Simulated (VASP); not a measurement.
# I (Fmmm) in VASP: further runs

The runs below take I through single point, with r2SCAN50.

All numbers are computed with VASP 6.6.1; they aren't measurements. Logs are shortened: lines on timing, memory, paths and dates and some standing lists are left out, and cuts for length are marked.

## (1) The cell of the first run

It takes space group Fmmm (No. 69, orthorhombic). The conventional cell has a = 4.295 Å, b = 4.635 Å, c = 7.660 Å, α = 90.00°, β = 90.00°, γ = 90.00°. Within 4.7 Å of I (site symmetry mmm) lie 16 I at 3.16 to 4.63 Å.

## (2) Single point, r2SCAN50

POSCAR reads:

```
I
1.0
    0.0000000000      2.3173093325      3.8300250810
    2.1474932061      0.0000000000      3.8300250810
    2.1474932061      2.3173093325      0.0000000000
I
1
Direct
    0.0000000000      0.0000000000      0.0000000000
```

INCAR.step1 reads:

```
  PREC = Accurate
  ENCUT = 520
  EDIFF = 1E-5
  ISMEAR = -1
  SIGMA = 0.05
  LREAL = False
  LASPH = True
  NELM = 80
  ALGO = Normal
  ISIF = 2
  LWAVE = True
  LCHARG = False
  GGA = PE
  NBANDS = 10
```

INCAR.step2 reads:

```
  PREC = Accurate
  ENCUT = 520
  EDIFF = 1E-6
  ISMEAR = -1
  SIGMA = 0.05
  LREAL = False
  LASPH = True
  NELM = 80
  ALGO = Normal
  ISIF = 2
  LWAVE = False
  LCHARG = False
  METAGGA = R2SCAN
  LHFCALC = True
  AEXX = 0.5
  LMIXTAU = True
  PRECFOCK = Normal
  ISTART = 1
  NBANDS = 10
```

KPOINTS reads:

```
Automatic mesh
0
Gamma
  5 5 5
```

Potentials or basis: VASP PAW PBE potentials, release 64 (I).

The run is started by

```bash
$ cat potpaw_PBE.64/I/POTCAR > POTCAR
$ cp INCAR.step1 INCAR
$ mpirun -np 1 vasp_std > vasp.out
$ cp INCAR.step2 INCAR
$ mpirun -np 1 vasp_std > vasp.out
```

OUTCAR:

```text
PREC = Accurate
   ENCUT = 520
   EDIFF = 1E-6
   ISMEAR = -1
   LREAL = False
   LASPH = True
   NELM = 80
   ISIF = 2
   METAGGA = R2SCAN
   LHFCALC = True
   AEXX = 0.5
   PRECFOCK = Normal
   ISTART = 1

 ion  position               nearest neighbor table
   1  0.000  0.000  0.000-

  LATTYP: Found a face centered orthorhombic cell.
 ALAT       =     4.2949864122
 B/A-ratio  =     1.0790764441
 C/A-ratio  =     1.7834864716

  Lattice vectors:

 A1 = (   0.0000000000,   2.3173093325,   3.8300250810)
 A2 = (   2.1474932061,   0.0000000000,   3.8300250810)
 A3 = (   2.1474932061,   2.3173093325,   0.0000000000)

Analysis of symmetry for initial positions (statically):
=====================================================================
 Subroutine PRICEL returns:
 Original cell was already a primitive cell.

 Routine SETGRP: Setting up the symmetry group for a
 face centered orthorhombic supercell.

 Subroutine GETGRP returns: Found  8 space group operations
 (whereof  8 operations were pure point group operations)
 out of a pool of  8 trial point group operations.

The static configuration has the point symmetry D_2h.

Analysis of symmetry for dynamics (positions and initial velocities):
=====================================================================
 Subroutine PRICEL returns:
 Original cell was already a primitive cell.

 Routine SETGRP: Setting up the symmetry group for a
 face centered orthorhombic supercell.

 Subroutine GETGRP returns: Found  8 space group operations
 (whereof  8 operations were pure point group operations)
 out of a pool of  8 trial point group operations.

The dynamic configuration has the point symmetry D_2h.

 Subroutine INISYM returns: Found  8 space group operations
 (whereof  8 operations are pure point group operations),
 and found     1 'primitive' translations

----------------------------------------------------------------------------------------

                                     Primitive cell

  volume of cell :      38.1195

  direct lattice vectors                    reciprocal lattice vectors
     0.000000000  2.317309332  3.830025081    -0.232829607  0.215767482  0.130547448
     2.147493206  0.000000000  3.830025081     0.232829607 -0.215767482  0.130547448
     2.147493206  2.317309332  0.000000000     0.232829607  0.215767482 -0.130547448

  length of vectors
     4.476495802  4.390992962  3.159374877     0.343231509  0.343231509  0.343231509

  position of ions in fractional coordinates (direct lattice)
     0.000000000  0.000000000  0.000000000

  ion indices of the primitive-cell ions
   primitive index   ion index
                 1           1

----------------------------------------------------------------------------------------

 KPOINTS: Automatic mesh

Automatic generation of k-mesh.
 Grid dimensions read from file:
 generate k-points for:    5    5    5

 Generating k-lattice:

  Cartesian coordinates                     Fractional coordinates (reciprocal lattice)
    -0.046565921  0.043153496  0.026109490     0.200000000 -0.000000000  0.000000000
     0.046565921 -0.043153496  0.026109490    -0.000000000  0.200000000  0.000000000
     0.046565921  0.043153496 -0.026109490     0.000000000  0.000000000  0.200000000

  Length of vectors
     0.068646302  0.068646302  0.068646302

  Shift w.r.t. Gamma in fractional coordinates (k-lattice)
     0.000000000  0.000000000  0.000000000

 Subroutine IBZKPT returns following result:
 ===========================================

 Found     27 irreducible k-points:

 Following reciprocal coordinates:
            Coordinates               Weight
  0.000000  0.000000  0.000000      1.000000
  0.200000  0.000000  0.000000      8.000000
  0.400000  0.000000  0.000000      8.000000
  0.200000  0.200000  0.000000      2.000000
  0.400000  0.200000  0.000000      8.000000
 -0.400000  0.200000  0.000000      8.000000
[... 16 lines left out ...]
 -0.400000 -0.000000  0.400000      4.000000
 -0.400000  0.200000  0.400000      4.000000
 [... further k-points ...]
   k-points           NKPTS =     27   k-points in BZ     NKDIM =    125   number of bands    NBANDS=     10
   number of dos      NEDOS =    301   number of ions     NIONS =      1
   total plane-waves  NPLWV =  31104
   dimension x,y,z NGX =    36 NGY =   36 NGZ =   24
   dimension x,y,z NGXF=    72 NGYF=   72 NGZF=   48
   ions per type =               1
   NGX,Y,Z   is equivalent  to a cutoff of  13.37, 13.63, 12.63 a.u.
   NGXF,Y,Z  is equivalent  to a cutoff of  26.74, 27.26, 25.26 a.u.
 SYSTEM =  unknown system
   PREC   = accura    normal or accurate (medium, high low for compatibility)
   ISTART =      1    job   : 0-new  1-cont  2-samecut
   ICHARG =      0    charge: 1-file 2-atom 10-const
   ISPIN  =      1    spin polarized calculation?
   LNONCOLLINEAR =      F non collinear calculations
   LSORBIT =      F    spin-orbit coupling
   LASPH  =      T    aspherical Exc in radial PAW
[... 70 lines left out ...]
      4       6.0798      0.00000
      5       9.8267      0.00000
      6      13.1662      0.00000
      7      14.2521      0.00000
      8      18.5556      0.00000
      9      18.6816      0.00000
     10      18.8832      0.00000

 k-point     2 :       0.2000    0.0000    0.0000
  band No.  band energies     occupation
      1     -14.2474      2.00000
      2      -0.5317      2.00000
      3       0.5539      2.00000
      4       6.2098      0.00000
      5      10.9197      0.00000
      6      14.0483      0.00000
      7      14.2329      0.00000
      8      18.2655      0.00000
      9      19.2541      0.00000
     10      20.2151      0.00000

 k-point     3 :       0.4000    0.0000    0.0000
  band No.  band energies     occupation
      1     -12.9984      2.00000
      2      -3.8368      2.00000
      3      -0.2877      2.00000
      4       6.9101      0.00000
      5      10.3052      0.00000
      6      15.0767      0.00000
      7      15.4047      0.00000
      8      18.3777      0.00000
      9      19.9879      0.00000
     10      20.7624      0.00000

 k-point     4 :       0.2000    0.2000    0.0000
  band No.  band energies     occupation
      1     -14.6960      2.00000
      2      -1.6958      2.00000
      3       5.4680      0.00000
      4       5.9718      0.00000
      5      11.9658      0.00000
      6      12.9082      0.00000
      7      13.7542      0.00000
      8      19.3845      0.00000
      9      19.6774      0.00000
     10      19.9314      0.00000

 k-point     5 :       0.4000    0.2000    0.0000
  band No.  band energies     occupation
      1     -14.0552      2.00000
      2      -2.0219      2.00000
      3       0.3460      2.00000
      4       6.0421      0.00000
      5      13.2699      0.00000
      6      13.6623      0.00000
      7      16.8180      0.00000
      8      17.9057      0.00000
      9      20.5131      0.00000
     10      21.2091      0.00000

 k-point     6 :      -0.4000    0.2000    0.0000
  band No.  band energies     occupation
      1     -12.8931      2.00000
      2      -3.9130      2.00000
      3      -1.0563      2.00000
      4       6.8098      0.00000
      5      11.5943      0.00000
      6      14.7450      0.00000
      7      16.3626      0.00000
      8      18.5847      0.00000
      9      19.9635      0.00000
     10      20.7608      0.00000
[... 183 lines left out ...]
 k-point    21 :       0.4000   -0.2000    0.2000
  band No.  band energies     occupation
      1     -12.3169      2.00000
      2      -3.5116      2.00000
      3      -0.5577      2.00000
      4       1.5929      2.00000
      5      12.3911      0.00000
      6      13.9558      0.00000
      7      16.2950      0.00000
      8      18.1391      0.00000
      9      19.6339      0.00000
     10      21.4489      0.00000

 k-point    22 :       0.4000    0.0000    0.4000
  band No.  band energies     occupation
      1     -11.3830      2.00000
      2      -2.4430      2.00000
      3      -1.6516      2.00000
      4       1.2345      2.00000
      5       9.8527      0.00000
      6      12.3653      0.00000
      7      14.4764      0.00000
      8      14.8620      0.00000
      9      18.6647      0.00000
     10      20.2695      0.00000

 k-point    23 :      -0.4000   -0.0000    0.4000
  band No.  band energies     occupation
      1     -11.2107      2.00000
      2      -2.8680      2.00000
      3      -1.9576      2.00000
      4       0.7880      2.00000
      5      10.4577      0.00000
      6      12.3470      0.00000
      7      14.8975      0.00000
      8      16.7655      0.00000
      9      19.0405      0.00000
     10      19.2584      0.00000

 k-point    24 :      -0.4000    0.2000    0.4000
  band No.  band energies     occupation
      1     -11.3402      2.00000
      2      -2.4020      2.00000
      3      -1.8302      2.00000
      4       0.9458      2.00000
      5      10.0530      0.00000
      6      12.5061      0.00000
      7      13.3115      0.00000
      8      16.5072      0.00000
      9      18.5890      0.00000
     10      23.6037      0.00000

 [... further k-points ...]

------------------------ aborting loop because EDIFF is reached ----------------------------------------

  FORCE on cell =-STRESS in cart. coord.  units (eV):
  Direction    XX          YY          ZZ          XY          YZ          ZX
  --------------------------------------------------------------------------------------
  -------------------------------------------------------------------------------------
  Total       -0.5336056     -0.1501351     -0.0025151      0.0000000      0.0000000      0.0000000
  in kB      -22.4276389     -6.3102309     -0.1057122      0.0000000      0.0000000      0.0000000
  external PRESSURE =      -9.6145274 kB  Pullay stress =       0.0000000 kB

 VOLUME and BASIS-vectors are now :
 -----------------------------------------------------------------------------
  energy-cutoff  :      520.00
  volume of cell :       38.12
      direct lattice vectors                 reciprocal lattice vectors
     0.000000000  2.317309332  3.830025081    -0.232829607  0.215767482  0.130547448
     2.147493206  0.000000000  3.830025081     0.232829607 -0.215767482  0.130547448
     2.147493206  2.317309332  0.000000000     0.232829607  0.215767482 -0.130547448

 POSITION                                       TOTAL-FORCE (eV/Angst)
 -----------------------------------------------------------------------------------
      0.00000      0.00000      0.00000         0.000000      0.000000      0.000000
 -----------------------------------------------------------------------------------
    total drift:                               -0.000000     -0.000000     -0.000000

  FREE ENERGIE OF THE ION-ELECTRON SYSTEM (eV)
  ---------------------------------------------------
  free  energy   TOTEN  =       -14.6276499513 eV

  energy  without entropy=      -14.6232635566  energy(sigma->0) =      -14.62545675
```

It took 11 min on 1 thread of Intel Xeon Platinum 8259CL at 2.50GHz (Skylake/Cascade Lake), shared host; peak memory 0.18 GiB.

What came out:

| Property | Result |
| --- | --- |
| Free energy | -14.6276 eV |
| Pressure | -1.0 GPa |
| Band gap on the k mesh | zero (an odd number of electrons rules out a gap without spin polarisation) |

Stress tensor (GPa, compression positive):
```
-2.24  0.00  0.00
 0.00 -0.63  0.00
 0.00  0.00 -0.01
```

Caveat: the k points lie up to 0.43 Å⁻¹ apart, too coarse for converged energies and pressures of a metal; the PAW data sets were made with another functional, which shifts forces and pressure a little; spin-orbit coupling is left out, which moves the levels of the heavy elements; an odd number of electrons without spin polarisation forces a metal; a magnetic or distorted state may lie lower.

## (3) Single point, r2SCAN50

This run uses another cell than the first one, of 38.93 Å³/atom.

POSCAR reads:

```
I
1.0
    0.0000000000      2.3336289500      3.8569979773
    2.1626168959      0.0000000000      3.8569979773
    2.1626168959      2.3336289500      0.0000000000
I
1
Direct
    0.0000000000      0.0000000000      0.0000000000
```

INCAR.step1 reads:

```
  ALGO = Normal
  EDIFF = 1E-5
  ENCUT = 520
  GGA = PE
  ISIF = 2
  ISMEAR = -1
  LASPH = T
  LCHARG = F
  LREAL = F
  LWAVE = T
  NBANDS = 10
  NELM = 80
  PREC = Accurate
  SIGMA = 0.05
```

INCAR.step2 reads:

```
  AEXX = 0.5
  ALGO = Normal
  EDIFF = 1E-6
  ENCUT = 520
  ISIF = 2
  ISMEAR = -1
  ISTART = 1
  LASPH = T
  LCHARG = F
  LHFCALC = T
  LMIXTAU = T
  LREAL = F
  LWAVE = F
  METAGGA = R2SCAN
  NBANDS = 10
  NELM = 80
  PREC = Accurate
  PRECFOCK = Normal
  SIGMA = 0.05
```

KPOINTS reads:

```
k-points
0
Gamma
  5 5 5
```

Potentials or basis: VASP PAW PBE potentials, release 64 (I).

The run is started by

```bash
$ cat potpaw_PBE.64/I/POTCAR > POTCAR
$ cp INCAR.step1 INCAR
$ mpirun -np 1 vasp_std > vasp.out
$ cp INCAR.step2 INCAR
$ mpirun -np 1 vasp_std > vasp.out
```

Run time: 11 min. Hardware: 1 thread of Intel Xeon Platinum 8259CL at 2.50GHz (Skylake/Cascade Lake), shared host; peak memory 0.18 GiB.

Results (log left out):

```
Free energy            : -14.6211 eV
Pressure               : -1.6 GPa
Band gap on the k mesh : zero (an odd number of electrons rules out a gap without spin polarisation)
```

Stress tensor (GPa, compression positive):
```
-3.08  0.00  0.00
 0.00 -1.71  0.00
 0.00  0.00 -0.10
```

Levels at points of the mesh, in eV from the Fermi level:
| k point | band 1 | band 2 | band 3 | band 4 | band 5 | band 6 | band 7 | band 8 | band 9 |
| --- | --- | --- | --- | --- | --- | --- | --- | --- | --- |
| (0.00, 0.00, 0.00) | -17.38 | -3.17 | 2.80 | 3.29 | 7.15 | 10.47 | 11.45 | 15.78 | 15.92 |

Caveat: the k points lie up to 0.43 Å⁻¹ apart, too coarse for converged energies and pressures of a metal; the PAW data sets were made with another functional, which shifts forces and pressure a little; spin-orbit coupling is left out, which moves the levels of the heavy elements; an odd number of electrons without spin polarisation forces a metal; a magnetic or distorted state may lie lower.

## (4) Single point, r2SCAN50

This run uses another cell than the first one, of 39.74 Å³/atom.

POSCAR reads:

```
I
1.0
    0.0000000000      2.3497234514      3.8835988039
    2.1775319666      0.0000000000      3.8835988039
    2.1775319666      2.3497234514      0.0000000000
I
1
Direct
    0.0000000000      0.0000000000      0.0000000000
```

INCAR.step1 reads:

```
SYSTEM = I
ALGO = Normal ; EDIFF = 1E-5
ENCUT = 520 ; GGA = PE
ISIF = 2 ; ISMEAR = -1
LASPH = .TRUE. ; LREAL = .FALSE.
LWAVE = .TRUE. ; NBANDS = 10
NELM = 100 ; PREC = Accurate
SIGMA = 0.05
```

INCAR.step2 reads:

```
SYSTEM = I
AEXX = 0.5 ; ALGO = Normal
EDIFF = 1E-6 ; ENCUT = 520
ISIF = 2 ; ISMEAR = -1
ISTART = 1 ; LASPH = .TRUE.
LCHARG = .TRUE. ; LELF = .TRUE.
LHFCALC = .TRUE. ; LMIXTAU = .TRUE.
LREAL = .FALSE. ; LVHAR = .TRUE.
LWAVE = .FALSE. ; METAGGA = R2SCAN
NBANDS = 10 ; NELM = 100
PREC = Accurate ; PRECFOCK = Normal
SIGMA = 0.05
```

KPOINTS reads:

```
k-points
0
G
  5 5 5
  0 0 0
```

The run is started by

```bash
$ cat potpaw_PBE.64/I/POTCAR > POTCAR
$ cp INCAR.step1 INCAR
$ mpirun -np 1 vasp_std > vasp.out
$ cp INCAR.step2 INCAR
$ mpirun -np 1 vasp_std > vasp.out
```

Run time: 12 min. Hardware: 1 thread of Intel Xeon Platinum 8259CL at 2.50GHz (Skylake/Cascade Lake), shared host; peak memory 0.18 GiB.

The run converged. Its results:

```
Free energy            : -14.6114 eV
Pressure               : -2.2 GPa
Band gap on the k mesh : zero (an odd number of electrons rules out a gap without spin polarisation)
```

Stress tensor (GPa, compression positive):
```
-3.81  0.00  0.00
 0.00 -2.66  0.00
 0.00  0.00 -0.18
```

Levels at points of the mesh, in eV from the Fermi level:
```tsv
k point	band 1	band 2	band 3	band 4	band 5	band 6	band 7	band 8	band 9
(0.00, 0.00, 0.00)	-17.23	-3.11	2.75	3.22	7.19	10.50	11.38	15.74	15.89
```

Caveat: the k points lie up to 0.43 Å⁻¹ apart, too coarse for converged energies and pressures of a metal; the PAW data sets were made with another functional, which shifts forces and pressure a little; spin-orbit coupling is left out, which moves the levels of the heavy elements; an odd number of electrons without spin polarisation forces a metal; a magnetic or distorted state may lie lower.

## (5) Single point, r2SCAN50

This run uses another cell than the first one, of 41.36 Å³/atom.

POSCAR reads:

```
I
1.0
    0.0000000000      2.3812671275      3.9357338680
    2.2067640717      0.0000000000      3.9357338680
    2.2067640717      2.3812671275      0.0000000000
I
1
Direct
    0.0000000000      0.0000000000      0.0000000000
```

INCAR.step1 reads:

```
ALGO = Normal
EDIFF = 1E-5
ENCUT = 520
GGA = PE
ISIF = 2
ISMEAR = -1
LASPH = T
LCHARG = F
LREAL = F
LWAVE = T
NBANDS = 10
NELM = 60
PREC = Accurate
SIGMA = 0.05
```

INCAR.step2 reads:

```
AEXX = 0.5
ALGO = Normal
EDIFF = 1E-6
ENCUT = 520
ISIF = 2
ISMEAR = -1
ISTART = 1
LASPH = T
LCHARG = F
LHFCALC = T
LMIXTAU = T
LREAL = F
LWAVE = F
METAGGA = R2SCAN
NBANDS = 10
NELM = 60
PREC = Accurate
PRECFOCK = Normal
SIGMA = 0.05
```

KPOINTS reads:

```
k-points
0
Gamma
  5 5 5
```

The run is started by

```bash
$ cat potpaw_PBE.64/I/POTCAR > POTCAR
$ cp INCAR.step1 INCAR
$ mpirun -np 1 vasp_std > vasp.out
$ cp INCAR.step2 INCAR
$ mpirun -np 1 vasp_std > vasp.out
```

Wall time 13 min (1 thread of Intel Xeon Platinum 8259CL at 2.50GHz (Skylake/Cascade Lake), shared host); peak memory 0.19 GiB.

Results (log left out):

```yaml
Free_energy: -14.5841 eV
Pressure: -3.2 GPa
Band_gap_on_the_k_mesh: zero (an odd number of electrons rules out a gap without spin polarisation)
```

Stress tensor (GPa, compression positive):
```
-5.00  0.00  0.00
 0.00 -4.21  0.00
 0.00  0.00 -0.31
```

Levels at points of the mesh, in eV from the Fermi level:
| k point | band 1 | band 2 | band 3 | band 4 | band 5 | band 6 | band 7 | band 8 |
| --- | --- | --- | --- | --- | --- | --- | --- | --- |
| (0.00, 0.00, 0.00) | -16.94 | -2.99 | 2.64 | 3.10 | 7.26 | 10.56 | 11.26 | 15.66 |

Caveat: the k points lie up to 0.42 Å⁻¹ apart, too coarse for converged energies and pressures of a metal; the PAW data sets were made with another functional, which shifts forces and pressure a little; spin-orbit coupling is left out, which moves the levels of the heavy elements; an odd number of electrons without spin polarisation forces a metal; a magnetic or distorted state may lie lower.

## (6) Summary

| cell | gap on the mesh (eV) | pressure (GPa) |
| --- | --- | --- |
| a = 4.476, b = 4.391, c = 3.159 Å, angles 70.6, 67.7, 41.7°, 1 atom | none | -1.0 |
| a = 4.508, b = 4.422, c = 3.182 Å, angles 70.6, 67.7, 41.7°, 1 atom | none | -1.6 |
| a = 4.539, b = 4.452, c = 3.204 Å, angles 70.6, 67.7, 41.7°, 1 atom | none | -2.2 |
| a = 4.600, b = 4.512, c = 3.247 Å, angles 70.6, 67.7, 41.7°, 1 atom | none | -3.2 |

Alike in all rows: task single point; level r2SCAN50; potentials or basis VASP PAW PBE potentials, release 64 (I); no spin polarisation; k mesh 5 × 5 × 5; cutoff (eV) 520; smearing fermi-dirac 0.05 eV.

Caveats: all runs use coarse meshes; the PAW data sets were made with another functional, which shifts forces and pressure a little; spin-orbit coupling is left out, which moves the levels of the heavy elements; an odd number of electrons without spin polarisation forces a metal; a magnetic or distorted state may lie lower.

Total energies depend on the potentials used, so only differences within one code and one set of settings carry meaning.
